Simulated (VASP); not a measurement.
# Ir (P6_3/mmc) in VASP: further runs

Runs on Ir. Level: PBEsol. Tasks: single point.

All numbers are computed with VASP 6.6.1; they aren't measurements. Logs are shortened: lines on timing, memory, paths and dates and some standing lists are left out, and cuts for length are marked.

**1. The cell of the first run**

Symmetry: P6_3/mmc, No. 194, hexagonal system. The conventional cell has a = 2.714 Å, b = 2.714 Å, c = 4.402 Å, α = 90.00°, β = 90.00°, γ = 120.00°. Within 3.6 Å of Ir (site symmetry -6m2) lie 12 Ir at 2.70 to 2.71 Å.

**2. Single point, PBEsol**

INCAR

```
PREC     = Accurate       # precision mode
ENCUT    = 520            # plane-wave cutoff, eV
EDIFF    = 1E-6           # SCF threshold, eV
ISMEAR   = -1             # smearing method
SIGMA    = 0.1            # smearing width, eV
LREAL    = False          # projectors in reciprocal space
LASPH    = True           # aspherical terms in the spheres
NELM     = 60             # most SCF steps
ALGO     = Normal         # electronic algorithm
ISIF     = 2              # what is computed and relaxed
LWAVE    = False          # write WAVECAR
LCHARG   = False          # write CHGCAR
GGA      = PS             # functional
NBANDS   = 16             # bands
```

KPOINTS

```
Automatic mesh
0
Gamma
  12 12 7
```

POSCAR

```
Ir
1.0
    2.7141946308      0.0000000000      0.0000000000
   -1.3570973154      2.3505565929      0.0000000000
    0.0000000000      0.0000000000      4.4019813909
Ir
2
Direct
    0.6666666667      0.3333333333      0.7500000000
    0.3333333333      0.6666666667      0.2500000000
```

Potentials or basis: VASP PAW PBE potentials, release 64 (Ir).

Started as:

```sh
$ cat potpaw_PBE.64/Ir/POTCAR > POTCAR
$ mpirun -np 1 vasp_std > vasp.out
```

OUTCAR:

```text
PREC = Accurate
   ENCUT = 520
   EDIFF = 1E-6
   ISMEAR = -1
   LREAL = False
   LASPH = True
   NELM = 60
   ISIF = 2
   GGA = PS

 ion  position               nearest neighbor table
   1  0.667  0.333  0.750-   2 2.70   2 2.70   2 2.70   2 2.70   2 2.70   2 2.70
   2  0.333  0.667  0.250-   1 2.70   1 2.70   1 2.70   1 2.70   1 2.70   1 2.70

  LATTYP: Found a hexagonal cell.
 ALAT       =     2.7141946308
 C/A-ratio  =     1.6218370418

  Lattice vectors:

 A1 = (   2.7141946308,   0.0000000000,   0.0000000000)
 A2 = (  -1.3570973154,   2.3505565929,   0.0000000000)
 A3 = (   0.0000000000,   0.0000000000,   4.4019813909)

Analysis of symmetry for initial positions (statically):
=====================================================================
 Subroutine PRICEL returns:
 Original cell was already a primitive cell.

 Routine SETGRP: Setting up the symmetry group for a
 hexagonal supercell.

 Subroutine GETGRP returns: Found 24 space group operations
 (whereof 12 operations were pure point group operations)
 out of a pool of 24 trial point group operations.

The static configuration has the point symmetry D_3d.
 The point group associated with its full space group is D_6h.

Analysis of symmetry for dynamics (positions and initial velocities):
=====================================================================
 Subroutine PRICEL returns:
 Original cell was already a primitive cell.

 Routine SETGRP: Setting up the symmetry group for a
 hexagonal supercell.

 Subroutine GETGRP returns: Found 24 space group operations
 (whereof 12 operations were pure point group operations)
 out of a pool of 24 trial point group operations.

The dynamic configuration has the point symmetry D_3d.
 The point group associated with its full space group is D_6h.

 Subroutine INISYM returns: Found 24 space group operations
 (whereof 12 operations are pure point group operations),
 and found     1 'primitive' translations

----------------------------------------------------------------------------------------

                                     Primitive cell

  volume of cell :      28.0841

  direct lattice vectors                    reciprocal lattice vectors
     2.714194631  0.000000000  0.000000000     0.368433416  0.212715576  0.000000000
    -1.357097315  2.350556593  0.000000000     0.000000000  0.425431152  0.000000000
     0.000000000  0.000000000  4.401981391     0.000000000  0.000000000  0.227170429

  length of vectors
     2.714194631  2.714190380  4.401981391     0.425430486  0.425431152  0.227170429

  position of ions in fractional coordinates (direct lattice)
     0.666666667  0.333333333  0.750000000
     0.333333333  0.666666667  0.250000000

  ion indices of the primitive-cell ions
   primitive index   ion index
                 1           1
                 2           2

----------------------------------------------------------------------------------------

 KPOINTS: Automatic mesh

Automatic generation of k-mesh.
 Grid dimensions read from file:
 generate k-points for:   12   12    7

 Generating k-lattice:

  Cartesian coordinates                     Fractional coordinates (reciprocal lattice)
     0.030702785  0.017726298  0.000000000     0.083333333  0.000000000  0.000000000
     0.000000000  0.035452596  0.000000000     0.000000000  0.083333333  0.000000000
     0.000000000  0.000000000  0.032452918     0.000000000  0.000000000  0.142857143

  Length of vectors
     0.035452541  0.035452596  0.032452918

  Shift w.r.t. Gamma in fractional coordinates (k-lattice)
     0.000000000  0.000000000  0.000000000

 Subroutine IBZKPT returns following result:
 ===========================================

 Found     76 irreducible k-points:

 Following reciprocal coordinates:
            Coordinates               Weight
  0.000000  0.000000  0.000000      1.000000
  0.083333 -0.000000  0.000000      6.000000
  0.166667 -0.000000  0.000000      6.000000
  0.250000 -0.000000  0.000000      6.000000
  0.333333 -0.000000  0.000000      6.000000
  0.416667 -0.000000  0.000000      6.000000
[... 16 lines left out ...]
  0.250000 -0.000000  0.142857     12.000000
  0.333333 -0.000000  0.142857     12.000000
 [... further k-points ...]
   k-points           NKPTS =     76   k-points in BZ     NKDIM =     76   number of bands    NBANDS=     16
   number of dos      NEDOS =    301   number of ions     NIONS =      2
   total plane-waves  NPLWV =  14400
   dimension x,y,z NGX =    20 NGY =   20 NGZ =   36
   dimension x,y,z NGXF=    40 NGYF=   40 NGZF=   72
   ions per type =               2
   NGX,Y,Z   is equivalent  to a cutoff of  12.25, 12.25, 13.60 a.u.
   NGXF,Y,Z  is equivalent  to a cutoff of  24.50, 24.50, 27.19 a.u.
 SYSTEM =  unknown system
   PREC   = accura    normal or accurate (medium, high low for compatibility)
   ISTART =      0    job   : 0-new  1-cont  2-samecut
   ICHARG =      2    charge: 1-file 2-atom 10-const
   ISPIN  =      1    spin polarized calculation?
   LNONCOLLINEAR =      F non collinear calculations
   LSORBIT =      F    spin-orbit coupling
   LASPH  =      T    aspherical Exc in radial PAW
   ENCUT  =  520.0 eV  38.22 Ry    6.18 a.u.   5.05  5.05  8.18*2*pi/ulx,y,z
   NELM   =     60;   NELMIN=  2; NELMDL= -5     # of ELM steps
   EDIFF  = 0.1E-05   stopping-criterion for ELM
   LREAL  =      F    real-space projection
   EDIFFG = 0.1E-04   stopping-criterion for IOM
   NSW    =      0    number of steps for IOM
   IBRION =     -1    ionic relax: 0-MD 1-quasi-New 2-CG
   NFREE  =      0    steps in history (QN), initial steepest desc. (CG)
   ISIF   =      2    stress and relaxation
   ISYM   =      2    0-nonsym 1-usesym 2-fastsym
   POTIM  = 0.5000    time-step for ionic-motion
   TEBEG  =    0.0;   TEEND  =   0.0 temperature during run
   PSTRESS=    0.0 pullay stress
   NELECT =      18.0000    total number of electrons
   NUPDOWN=      -1.0000    fix difference up-down
   EMIN   =  10.00;   EMAX   =-10.00  energy-range for DOS
   EFERMI =   0.00;   METHOD = LEGACY
   ISMEAR =    -1;   SIGMA  =   0.10  broadening in eV -4-tet -1-fermi 0-gaus
   EFERMI_NEDOS =   21; number of points for ismear=-14 and -15
   IALGO  =     38    algorithm
   IMIX   =      4    mixing-type and parameters
     AMIX     =   0.40;   BMIX     =  1.00
     AMIX_MAG =   1.60;   BMIX_MAG =  1.00
  volume/ion in A,a.u.               =      14.04        94.76
  Fermi-wavevector in a.u.,A,eV,Ry     =   1.411494  2.667337 27.107095  1.992315
  Thomas-Fermi vector in A             =   2.533340
   LORBIT       =      0    0 simple, 1 ext, 2 COOP (PROOUT), +10 PAW based schemes
   GGA     = PS    functional components
   LHFCALC =     F    Hartree Fock is set to
   AEXX    =    0.0000 exact exchange contribution
   IVDW    =     0    specifies the selected vdW correction
   LEPSILON=     F    determine dielectric tensor
   LRPA    =     F    only Hartree local field effects (RPA)
 non-spin polarized calculation
  energy-cutoff  :      520.00
  volume of cell :       28.08
 maximum number of plane-waves:       769
   NGX = 11   NGY = 11   NGZ = 17

 number of electron      17.9999998 magnetization

 Free energy of the ion-electron system (eV)
  ---------------------------------------------------
  ext. energy  EPLUGINS =         0.00000000
  ---------------------------------------------------
  free energy    TOTEN  =       -19.52889515 eV

  energy without entropy =      -19.45897711  energy(sigma->0) =      -19.49393613

 E-fermi :  10.5093     XC(G=0): -14.1449

 val. band max:       10.5053902526   @ k =   0.2500   0.1667   0.0000
 cond. band min:      10.5393618710   @ k =   0.3333   0.0833   0.0000
 fundamental gap:      0.0339716184
 Fermi energy:        10.5092521217

 k-point     1 :       0.0000    0.0000    0.0000
  band No.  band energies     occupation
      1      -0.8956      2.00000
      2       2.1776      2.00000
      3       6.4789      2.00000
      4       6.5836      2.00000
      5       6.5836      2.00000
      6       7.2569      2.00000
[... 8 lines left out ...]
     15      26.9012      0.00000
     16      27.9990      0.00000

 k-point     2 :       0.0833   -0.0000    0.0000
  band No.  band energies     occupation
      1      -0.6221      2.00000
      2       2.4208      2.00000
      3       6.0784      2.00000
      4       6.8158      2.00000
      5       6.9182      2.00000
      6       7.1205      2.00000
[... 8 lines left out ...]
     15      27.2584      0.00000
     16      28.4246      0.00000

 k-point     3 :       0.1667   -0.0000    0.0000
  band No.  band energies     occupation
      1       0.1467      2.00000
      2       3.0251      2.00000
      3       5.5819      2.00000
      4       6.4502      2.00000
      5       6.6973      2.00000
      6       7.4897      2.00000
[... 8 lines left out ...]
     15      27.7743      0.00000
     16      28.3634      0.00000

 k-point     4 :       0.2500   -0.0000    0.0000
  band No.  band energies     occupation
      1       1.2271      2.00000
      2       3.4489      2.00000
      3       5.2005      2.00000
      4       5.4675      2.00000
      5       6.4431      2.00000
      6       7.0383      2.00000
[... 8 lines left out ...]
     15      26.4800      0.00000
     16      26.5819      0.00000
[... 324 lines left out ...]
 k-point    22 :       0.1667   -0.0000    0.1429
  band No.  band energies     occupation
      1       0.3535      2.00000
      2       3.0721      2.00000
      3       5.6285      2.00000
      4       6.0047      2.00000
      5       6.5564      2.00000
      6       7.1446      2.00000
[... 8 lines left out ...]
     15      27.3465      0.00000
     16      28.1386      0.00000

 k-point    23 :       0.2500   -0.0000    0.1429
  band No.  band energies     occupation
      1       1.3736      2.00000
      2       3.5317      2.00000
      3       5.0208      2.00000
      4       5.5234      2.00000
      5       6.2140      2.00000
      6       7.0976      2.00000
[... 8 lines left out ...]
     15      26.5449      0.00000
     16      26.9095      0.00000

 k-point    24 :       0.3333   -0.0000    0.1429
  band No.  band energies     occupation
      1       2.2169      2.00000
      2       3.3393      2.00000
      3       4.3739      2.00000
      4       5.4775      2.00000
      5       6.7108      2.00000
      6       6.7846      2.00000
[... 8 lines left out ...]
     15      24.8691      0.00000
     16      25.2897      0.00000

 [... further k-points ...]

------------------------ aborting loop because EDIFF is reached ----------------------------------------

  FORCE on cell =-STRESS in cart. coord.  units (eV):
  Direction    XX          YY          ZZ          XY          YZ          ZX
  --------------------------------------------------------------------------------------
  -------------------------------------------------------------------------------------
  Total        0.4985584      0.4985563      0.6552691     -0.0000000      0.0000000      0.0000000
  in kB       28.4424307     28.4423119     37.3826738     -0.0000000      0.0000000      0.0000000
  external PRESSURE =      31.4224721 kB  Pullay stress =       0.0000000 kB

 VOLUME and BASIS-vectors are now :
 -----------------------------------------------------------------------------
  energy-cutoff  :      520.00
  volume of cell :       28.08
      direct lattice vectors                 reciprocal lattice vectors
     2.714194631  0.000000000  0.000000000     0.368433416  0.212715576  0.000000000
    -1.357097315  2.350556593  0.000000000     0.000000000  0.425431152  0.000000000
     0.000000000  0.000000000  4.401981391     0.000000000  0.000000000  0.227170429

 POSITION                                       TOTAL-FORCE (eV/Angst)
 -----------------------------------------------------------------------------------
      1.35710      0.78352      3.30149        -0.000000      0.000000      0.000000
     -0.00000      1.56704      1.10050         0.000000     -0.000000      0.000000
 -----------------------------------------------------------------------------------
    total drift:                                0.000000     -0.000000     -0.000000

  FREE ENERGIE OF THE ION-ELECTRON SYSTEM (eV)
  ---------------------------------------------------
  free  energy   TOTEN  =       -19.5288951547 eV

  energy  without entropy=      -19.4589771051  energy(sigma->0) =      -19.49393613
```

Run time: 40 s. Hardware: 1 thread of Intel Xeon 8259CL, shared host; peak memory 0.16 GiB.

What came out:

* Free energy: -19.5289 eV
* Pressure: 3.1 GPa
* Band gap on the k mesh: zero (band 9 reaches 11.50 eV, above the bottom of band 10 at 8.10 eV)

Levels at points of the mesh, in eV from the Fermi level:
```tsv
k point	band 6	band 7	band 8	band 9	band 10	band 11	band 12	band 13
(0.00, 0.00, 0.00)	-3.25	-3.25	-2.43	-2.43	-0.92	0.27	0.27	7.11
(0.50, 0.00, 0.00)	-3.56	-3.06	0.73	0.99	1.15	2.97	4.43	8.26
```

Caveat: the PAW data sets were made with another functional, which shifts forces and pressure a little; spin-orbit coupling is left out, which moves the levels of the heavy elements.

(Part 1 of 2 ends here.)
